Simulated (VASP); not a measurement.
A run of VASP 6.6.1:

File INCAR:

```
PREC = Accurate
ENCUT = 750
EDIFF = 1E-6
ISMEAR = 0
SIGMA = 0.01
LREAL = F
LASPH = T
NELM = 120
ALGO = Normal
ISIF = 2
LWAVE = F
LCHARG = T
GGA = PS
LELF = T
LVHAR = T
NBANDS = 12
GGA_COMPAT = F
```

File KPOINTS:

```
regular mesh
0
Gamma
  10 10 10
```

POSCAR

```
LiF
1.0
    1.9839216796      1.9839216796      0.0000000000
   -1.9839216796      1.9839216796      0.0000000000
    0.0000000000      1.9839216796      2.0159850602
Li F
1 1
Direct
    0.0000000000      0.0000000000      0.0000000000
    0.5000000000      0.5000000000      0.0000000000
```

Potentials or basis: VASP PAW PBE potentials, release 64 (Li_sv, F).

Launch:

```console
$ cat potpaw_PBE.64/Li_sv/POTCAR potpaw_PBE.64/F/POTCAR > POTCAR
$ mpirun -np 1 vasp_std > vasp.out
```

Hardware: 1 thread of Intel Xeon 8259CL (shared host).

Question: How long does it take, and how much memory?

Answer: It took 51 s on 1 thread of Intel Xeon 8259CL, with other jobs on the host, peak memory 0.17 GiB. Counts: scf iterations 11, k points 102.
